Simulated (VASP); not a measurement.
Crystal: C.

```
C
1.0
     0.00000    2.12700    3.34800
     1.22800    0.00000    3.34800
     1.22800    2.12700    0.00000
C
2
Cartesian
  1.2280 0.7090 3.3480
  1.2280 3.5450 3.3480
```

* Program: VASP 6.6.1
* Task: relaxation of cell and atoms
* Functional: PBE
* Potentials or basis: VASP PAW PBE potentials, release 64 (C_h)
* Cutoff: 910 eV
* k mesh: 14 × 14 × 14
* Occupations: gaussian, width 0.02 eV
* Spin: no spin polarisation

At the start: pressure 4.3 GPa; volume 8.74 Å³/atom.

Task: How do energy, volume and symmetry change on relaxing?

Result: Over 20 steps the energy falls by 10.0 meV/atom and the volume is 9.68 Å³/atom (+10.7 %); space group Fmmm (No. 69, to 0.1 Å) before and after.

Step by step:
| step | energy change (eV) | largest force (eV/Å) | pressure (GPa) | volume (Å³) |
| --- | --- | --- | --- | --- |
| 1 | 0.0000 | 0.0313 | 4.27 | 17.49 |
| 2 | 0.0040 | 0.1265 | -5.54 | 18.09 |
| 3 | -0.0031 | 0.0357 | 0.21 | 17.73 |
| 4 | -0.0071 | 0.0864 | 0.08 | 17.92 |
| 5 | -0.0135 | 0.4596 | -0.23 | 18.51 |
| 6 | -0.0140 | 0.6025 | -0.30 | 18.73 |
| 7 | -0.0149 | 0.5498 | -0.27 | 18.77 |
| 8 | -0.0172 | 0.3922 | -0.21 | 18.90 |
| 9 | -0.0197 | 0.0796 | -0.06 | 19.15 |
| 10 | -0.0200 | 0.0531 | 0.02 | 19.26 |
| 11 | -0.0200 | 0.0663 | 0.02 | 19.27 |
| 12 | -0.0200 | 0.0570 | 0.02 | 19.28 |
| 13 | -0.0201 | 0.0305 | 0.09 | 19.32 |
| 14 | -0.0200 | 0.0228 | 0.18 | 19.41 |
| 15 | -0.0201 | 0.0160 | 0.12 | 19.35 |
| 16 | -0.0201 | 0.0123 | 0.12 | 19.35 |
| 17 | -0.0201 | 0.0146 | 0.13 | 19.35 |
| 18 | -0.0201 | 0.0134 | 0.12 | 19.35 |
| 19 | -0.0201 | 0.0033 | 0.06 | 19.35 |
| 20 | -0.0201 | 0.0028 | 0.02 | 19.35 |

Final structure:
```yaml
crystal:
  lattice:
    - [0.00000, 2.13460, 3.67825]
    - [1.23247, 0.00000, 3.67825]
    - [1.23247, 2.13460, 0.00000]
  atoms:
    - { symbol: C, position: [0.16669, 0.83331, 0.16669] }
    - { symbol: C, position: [0.83331, 0.16669, 0.83331] }
```

Caveat: the cutoff is under 1.25 times the usual one of these potentials, so pressure, stress and relaxed cells hold a basis-set (Pulay) error; this functional lacks dispersion, which binds the layers, so the pressure and a relaxed spacing across them are unreliable.
